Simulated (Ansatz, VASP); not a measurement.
# Two plane-wave programs on K3PRu

```
CELL_PARAMETERS angstrom
6.08774 0.00000 0.00000
0.00000 6.08774 0.00000
0.00000 0.00000 6.08774
ATOMIC_POSITIONS crystal
K 0.50000 0.00000 0.00000
K 0.00000 0.50000 0.00000
K 0.00000 0.00000 0.50000
P 0.00000 0.00000 0.00000
Ru 0.50000 0.50000 0.50000
```

Change from the starting cell: species swapped into the Gd3GaC type (Pm-3m, No. 221).

Alike in both runs: task single point; functional PBE; k mesh 4 × 4 × 4; occupations gaussian, width 0.1 eV; collinear spin.

```csv
,VASP,Ansatz
version,VASP 6.6.1,Ansatz 0.2.0
potentials or method,"VASP PAW PBE potentials, release 64 (K_sv, P, Ru_pv), cutoff 520 eV","scalar-relativistic, plane waves, PAW"
valence electrons in the cell,46,48
```

```csv
,VASP,Ansatz,Ansatz less VASP
gap on the k mesh at the Fermi level (eV),none,none,-
pressure (GPa),0.7,0.7,-0.01
net moment per atom (μB),0.80,0.80,0.000
size of the moment on the site where the two differ most (μB),2.63,3.02,+0.385
```

Site moments also hang on the region over which each program counts them. A gap of «none» marks a metal or a gap that the smearing closes. VASP's potentials hold 46 valence electrons a cell and Ansatz's 48, so a difference there can come from the potentials and not from the codes.
